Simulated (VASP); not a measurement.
# BaTiO3 (P1) in VASP: single point with r2SCAN

Aim: the single point of BaTiO3 with r2SCAN.

All numbers are computed with VASP 6.6.1; they aren't measurements. Logs are shortened: lines on timing, memory, paths and dates and some standing lists are left out, and cuts for length are marked.

## 1. The cell of the first run

The typed cell holds 5 atoms: a = 4.016 Å, b = 3.978 Å, c = 4.013 Å, α = 90.26°, β = 88.34°, γ = 90.27°.

## 2. Single point, r2SCAN (atoms moved at random and the cell strained at random)

POSCAR

```
BaTiO3
1.0
    2.8459937439      1.5877933092      2.3464597553
   -2.8195930143      1.6275893000      2.2863108189
    0.0476647039     -3.2559831044      2.3449397731
Ba Ti O
1 1 3
Direct
   -0.0061030117     -0.0019212795      0.0019995140
    0.5122088365      0.5042833837      0.5225968283
    0.5111248287      0.5073225310      0.9743067847
    0.4860079246      0.9893685329      0.4857486823
    0.9754614218      0.4796468319      0.4940481908
```

INCAR.step1

```
SYSTEM = BaTiO3
PREC = Accurate
ENCUT = 520
ISMEAR = 0
SIGMA = 0.05
LREAL = .FALSE.
LASPH = .TRUE.
NELM = 60
NBANDS = 28
GGA = PE
ALGO = Normal
EDIFF = 1E-4
LWAVE = .TRUE.
LCHARG = .FALSE.
```

INCAR.step2

```
SYSTEM = BaTiO3
PREC = Accurate
ENCUT = 520
EDIFF = 1E-7
ISMEAR = 0
SIGMA = 0.05
LREAL = .FALSE.
LASPH = .TRUE.
NELM = 60
ALGO = Normal
ISIF = 2
LWAVE = .FALSE.
LCHARG = .FALSE.
METAGGA = R2SCAN
LMIXTAU = .TRUE.
NBANDS = 28
ISTART = 1
```

KPOINTS

```
regular mesh
0
G
  6 6 6
  0 0 0
```

Potentials or basis: VASP PAW PBE potentials, release 64 (Ba_sv, Ti_sv, O).

The run is started by

```console
> cat potpaw_PBE.64/Ba_sv/POTCAR potpaw_PBE.64/Ti_sv/POTCAR potpaw_PBE.64/O/POTCAR > POTCAR
> cp INCAR.step1 INCAR
> mpirun -np 1 vasp_std > vasp.out
> cp INCAR.step2 INCAR
> mpirun -np 1 vasp_std > vasp.out
```

OUTCAR:

```text
SYSTEM = BaTiO3
   PREC = Accurate
   ENCUT = 520
   EDIFF = 1E-7
   ISMEAR = 0
   LREAL = .FALSE.
   LASPH = .TRUE.
   NELM = 60
   ISIF = 2
   METAGGA = R2SCAN
   ISTART = 1

 ion  position               nearest neighbor table
   1  0.994  0.998  0.002-   5 2.74   3 2.75   4 2.77   5 2.81   4 2.81   3 2.82   4 2.82   3 2.86
                             5 2.86   3 2.89   5 2.90   4 2.95   2 3.38   2 3.42   2 3.43   2 3.43
   2  0.512  0.504  0.523-   3 1.81   5 1.86   4 1.94   4 2.06   5 2.16   3 2.20   1 3.38   1 3.42
                             1 3.43   1 3.43   1 3.44   1 3.45   1 3.59   1 3.60
   3  0.511  0.507  0.974-   2 1.81   2 2.20   1 2.75   1 2.82   1 2.86   1 2.89
   4  0.486  0.989  0.486-   2 1.94   2 2.06   1 2.77   1 2.81   1 2.82   1 2.95
   5  0.975  0.480  0.494-   2 1.86   2 2.16   1 2.74   1 2.81   1 2.86   1 2.90

  LATTYP: Found a triclinic cell.
 ALAT       =     4.0157989699
 B/A-ratio  =     1.3929976086
 C/A-ratio  =     0.9906464275
 COS(alpha) =     0.0001345900
 COS(beta)  =     0.0047279232
 COS(gamma) =     0.6970374556

  Lattice vectors:

 A1 = (  -2.8459937439,  -1.5877933092,  -2.3464597553)
 A2 = (  -2.7983290400,  -4.8437764136,  -0.0015199822)
 A3 = (  -2.8195930143,   1.6275893000,   2.2863108189)

Analysis of symmetry for initial positions (statically):
=====================================================================
 Subroutine PRICEL returns:
 Original cell was already a primitive cell.

 Routine SETGRP: Setting up the symmetry group for a
 triclinic supercell.

 Subroutine GETGRP returns: Found  1 space group operations
 (whereof  1 operations were pure point group operations)
 out of a pool of  2 trial point group operations.

The static configuration has the point symmetry C_1 .

Analysis of symmetry for dynamics (positions and initial velocities):
=====================================================================
 Subroutine PRICEL returns:
 Original cell was already a primitive cell.

 Routine SETGRP: Setting up the symmetry group for a
 triclinic supercell.

 Subroutine GETGRP returns: Found  1 space group operations
 (whereof  1 operations were pure point group operations)
 out of a pool of  2 trial point group operations.

The dynamic configuration has the point symmetry C_1 .

 Subroutine INISYM returns: Found  1 space group operations
[... 95 lines left out ...]
   ISTART =      1    job   : 0-new  1-cont  2-samecut
   ICHARG =      0    charge: 1-file 2-atom 10-const
   ISPIN  =      1    spin polarized calculation?
   LNONCOLLINEAR =      F non collinear calculations
   LSORBIT =      F    spin-orbit coupling
   LASPH  =      T    aspherical Exc in radial PAW
   ENCUT  =  520.0 eV  38.22 Ry    6.18 a.u.   7.47  7.40  7.46*2*pi/ulx,y,z
   NELM   =     60;   NELMIN=  2; NELMDL=  0     # of ELM steps
   EDIFF  = 0.1E-06   stopping-criterion for ELM
   LREAL  =      F    real-space projection
   EDIFFG = 0.1E-05   stopping-criterion for IOM
   NSW    =      0    number of steps for IOM
   IBRION =     -1    ionic relax: 0-MD 1-quasi-New 2-CG
   NFREE  =      0    steps in history (QN), initial steepest desc. (CG)
   ISIF   =      2    stress and relaxation
   ISYM   =      2    0-nonsym 1-usesym 2-fastsym
   POTIM  = 0.5000    time-step for ionic-motion
   TEBEG  =    0.0;   TEEND  =   0.0 temperature during run
   PSTRESS=    0.0 pullay stress
   NELECT =      40.0000    total number of electrons
   NUPDOWN=      -1.0000    fix difference up-down
   EMIN   =  10.00;   EMAX   =-10.00  energy-range for DOS
   EFERMI =   0.00;   METHOD = LEGACY
   ISMEAR =     0;   SIGMA  =   0.05  broadening in eV -4-tet -1-fermi 0-gaus
   EFERMI_NEDOS =   21; number of points for ismear=-14 and -15
   IALGO  =     38    algorithm
   IMIX   =      4    mixing-type and parameters
     AMIX     =   0.40;   BMIX     =  1.00
     AMIX_MAG =   1.60;   BMIX_MAG =  1.00
  volume/ion in A,a.u.               =      12.82        86.49
  Fermi-wavevector in a.u.,A,eV,Ry     =   1.399124  2.643961 26.634049  1.957547
  Thomas-Fermi vector in A             =   2.522214
   LORBIT       =      0    0 simple, 1 ext, 2 COOP (PROOUT), +10 PAW based schemes
   METAGGA = R2SCAN    functional components
   LHFCALC =     F    Hartree Fock is set to
   AEXX    =    0.0000 exact exchange contribution
   IVDW    =     0    specifies the selected vdW correction
   LEPSILON=     F    determine dielectric tensor
   LRPA    =     F    only Hartree local field effects (RPA)
 non-spin polarized calculation
 Gauss-broadening in eV      SIGMA  =   0.05
  energy-cutoff  :      520.00
  volume of cell :       64.08
 maximum number of plane-waves:      1755
 NGX is ok and might be reduce to    30
   NGX = 15   NGY = 15   NGZ = 15

 number of electron      40.0000011 magnetization

 Free energy of the ion-electron system (eV)
  ---------------------------------------------------
  ext. energy  EPLUGINS =         0.00000000
  ---------------------------------------------------
  free energy    TOTEN  =       -74.15906675 eV

  energy without entropy =      -74.15906675  energy(sigma->0) =      -74.15906675

 E-fermi :   3.8506     XC(G=0): -11.8981

 val. band max:        3.5527352904   @ k =   0.5000   0.5000   0.5000
 cond. band min:       6.1137805431   @ k =   0.0000   0.0000   0.0000
 fundamental gap:      2.5610452527
 Fermi energy:         3.8505555415

 k-point     1 :       0.0000    0.0000    0.0000
  band No.  band energies     occupation
      1     -54.9813      2.00000
      2     -30.2506      2.00000
      3     -30.1940      2.00000
      4     -30.1421      2.00000
      5     -21.9887      2.00000
      6     -14.3256      2.00000
[... 733 lines left out ...]
     27      12.2665      0.00000
     28      12.8607      0.00000

 [... further k-points ...]
[... 5 lines left out ...]
  --------------------------------------------------------------------------------------
  -------------------------------------------------------------------------------------
  Total        1.3334562      3.5387179      1.5469921      1.1649819     -0.2575238     -0.5313032
  in kB       33.3405915     88.4790554     38.6796594     29.1282053     -6.4389022    -13.2842473
  external PRESSURE =      53.4997688 kB  Pullay stress =       0.0000000 kB

 VOLUME and BASIS-vectors are now :
 -----------------------------------------------------------------------------
  energy-cutoff  :      520.00
  volume of cell :       64.08
      direct lattice vectors                 reciprocal lattice vectors
     2.845993744  1.587793309  2.346459755     0.175732765  0.104882210  0.142058426
    -2.819593014  1.627589300  2.286310819    -0.177332738  0.102402280  0.145791636
     0.047664704 -3.255983104  2.344939773    -0.002947668 -0.204792179  0.142153172

 POSITION                                       TOTAL-FORCE (eV/Angst)
 -----------------------------------------------------------------------------------
      0.01454      3.19605      4.61875         0.161604      0.051050      0.191224
      0.06078     -0.06752      3.58028         0.002787      0.365119     -0.354758
      0.07066     -1.53505      4.64392        -0.282867     -0.945344     -0.199306
     -1.38329      0.80038      4.54145        -0.114168     -0.046772     -0.038920
      1.44730      0.72089      4.54402         0.232643      0.575947      0.401760
 -----------------------------------------------------------------------------------
    total drift:                                0.002271     -0.006688     -0.002116

  FREE ENERGIE OF THE ION-ELECTRON SYSTEM (eV)
  ---------------------------------------------------
  free  energy   TOTEN  =       -74.1590667511 eV

  energy  without entropy=      -74.1590667511  energy(sigma->0) =      -74.15906675
```

OSZICAR.step1:

```text
N       E                     dE             d eps       ncg     rms          rms(c)
DAV:   1     0.437224337254E+03    0.43722E+03   -0.20906E+04  6272   0.155E+03
DAV:   2    -0.361142861140E+01   -0.44084E+03   -0.42022E+03  7144   0.430E+02
DAV:   3    -0.481869659072E+02   -0.44576E+02   -0.44185E+02  8604   0.135E+02
DAV:   4    -0.503863630618E+02   -0.21994E+01   -0.21947E+01  9580   0.257E+01
DAV:   5    -0.504431584223E+02   -0.56795E-01   -0.56784E-01  8428   0.332E+00    0.242E+01
DAV:   6    -0.400573770513E+02    0.10386E+02   -0.55601E+01  9556   0.693E+01    0.101E+01
DAV:   7    -0.400520763604E+02    0.53007E-02   -0.10672E+01  8644   0.246E+01    0.740E+00
DAV:   8    -0.398816522992E+02    0.17042E+00   -0.62584E-01  7792   0.761E+00    0.357E+00
DAV:   9    -0.399182222741E+02   -0.36570E-01   -0.30343E-01  9268   0.465E+00    0.145E+00
DAV:  10    -0.398991241436E+02    0.19098E-01   -0.13032E-01  7428   0.393E+00    0.505E-01
DAV:  11    -0.398965878253E+02    0.25363E-02   -0.12086E-02  8052   0.721E-01    0.962E-02
DAV:  12    -0.398966126617E+02   -0.24836E-04   -0.67712E-04  7248   0.204E-01
   1 F= -.39896613E+02 E0= -.39896613E+02  d E =-.180394E-18
```

It took 19 min on 1 thread of Intel Xeon 8259CL, shared host; peak memory 0.32 GiB.

Results:

```
Free energy            : -74.1591 eV
Pressure               : 5.3 GPa
Largest force          : 1.007 eV/Å
Band gap on the k mesh : 2.56 eV (least direct gap 2.95 eV)
```

Forces on the atoms (eV/Å):
```
Ba   0.162  0.051  0.191
Ti   0.003  0.365 -0.355
O   -0.283 -0.945 -0.199
O   -0.114 -0.047 -0.039
O    0.233  0.576  0.402
```

Stress tensor (GPa, compression positive):
```
 3.33  2.91 -1.33
 2.91  8.85 -0.64
-1.33 -0.64  3.87
```

Levels at points of the mesh, in eV from the valence-band top:
| k point | band 16 | band 17 | band 18 | band 19 | band 20 | band 21 | band 22 | band 23 | band 24 | band 25 |
| --- | --- | --- | --- | --- | --- | --- | --- | --- | --- | --- |
| (0.00, 0.00, 0.00) | -1.43 | -1.11 | -0.63 | -0.54 | -0.39 | 2.56 | 2.85 | 3.00 | 4.73 | 4.87 |
| (0.50, 0.00, 0.00) | -1.89 | -1.87 | -1.59 | -1.12 | -0.93 | 2.95 | 4.09 | 4.22 | 4.79 | 6.52 |
| (0.00, 0.50, 0.00) | -2.19 | -1.65 | -1.58 | -1.17 | -0.93 | 2.91 | 4.13 | 4.23 | 4.77 | 6.40 |
| (0.50, 0.50, 0.00) | -2.72 | -1.77 | -1.06 | -1.03 | -0.08 | 4.16 | 4.25 | 4.54 | 5.33 | 8.20 |
| (0.00, 0.00, 0.50) | -2.14 | -1.81 | -1.60 | -0.93 | -0.87 | 2.86 | 4.23 | 4.28 | 4.72 | 6.78 |
| (0.50, 0.00, 0.50) | -2.69 | -1.70 | -0.95 | -0.80 | -0.24 | 4.13 | 4.32 | 4.59 | 5.51 | 8.30 |
| (0.00, 0.50, 0.50) | -2.72 | -1.73 | -0.93 | -0.91 | -0.16 | 4.21 | 4.29 | 4.60 | 5.40 | 8.29 |
| (0.50, 0.50, 0.50) | -2.51 | -2.37 | -0.17 | -0.08 | 0.00 | 4.74 | 4.84 | 4.87 | 7.08 | 7.28 |

Caveat: the cell differs from its parent crystal (atoms moved at random and the cell strained at random); the cell stands under pressure; the PAW data sets were made with another functional, which shifts forces and pressure a little; spin-orbit coupling is left out, which moves the levels of the heavy elements. A k mesh can miss the band edges.
